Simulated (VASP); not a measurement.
Input of a VASP 6.6.1 run:

The input POSCAR:

```
PbS
1.0
    0.0000000000      2.8167500000      2.8167500000
    2.8167500000      0.0000000000      2.8167500000
    2.8167500000      2.8167500000      0.0000000000
Pb S
1 1
Direct
    0.0000000000      0.0000000000      0.0000000000
    0.5000000000      0.5000000000      0.5000000000
```

File INCAR.step1:

```
PREC = Accurate ; ENCUT = 550
ISMEAR = 0 ; SIGMA = 0.05
LREAL = False ; LASPH = True
NELM = 120 ; NBANDS = 17
GGA = PE ; ALGO = Normal
EDIFF = 1E-5 ; LWAVE = True
LCHARG = False ; GGA_COMPAT = False
```

File INCAR.step2:

```
PREC = Accurate ; ENCUT = 550
EDIFF = 1E-6 ; ISMEAR = 0
SIGMA = 0.05 ; LREAL = False
LASPH = True ; NELM = 120
ALGO = Normal ; ISIF = 2
LWAVE = False ; LCHARG = True
METAGGA = R2SCAN ; LMIXTAU = True
LELF = True ; LVHAR = True
NBANDS = 17 ; ISTART = 1
GGA_COMPAT = False
```

Contents of KPOINTS:

```
Automatic mesh
0
Gamma
  8 8 8
```

Potentials or basis: VASP PAW PBE potentials, release 64 (Pb_d, S).

Run with:

```sh
$ cat potpaw_PBE.64/Pb_d/POTCAR potpaw_PBE.64/S/POTCAR > POTCAR
$ cp INCAR.step1 INCAR
$ mpirun -np 1 vasp_std > vasp.out
$ cp INCAR.step2 INCAR
$ mpirun -np 1 vasp_std > vasp.out
```

Problem. What does it give for the pressure?

Solution. 14.5 GPa.

Problem. Estimate the band gap on the k mesh.

Solution. 0.13 eV.

Caveat: the cell differs from its parent crystal (strain -0.050 along x and y, -0.050 along z); the cell stands under pressure; the PAW data sets were made with another functional, which shifts forces and pressure a little; spin-orbit coupling is left out, which moves the levels of the heavy elements. A k mesh can miss the band edges.
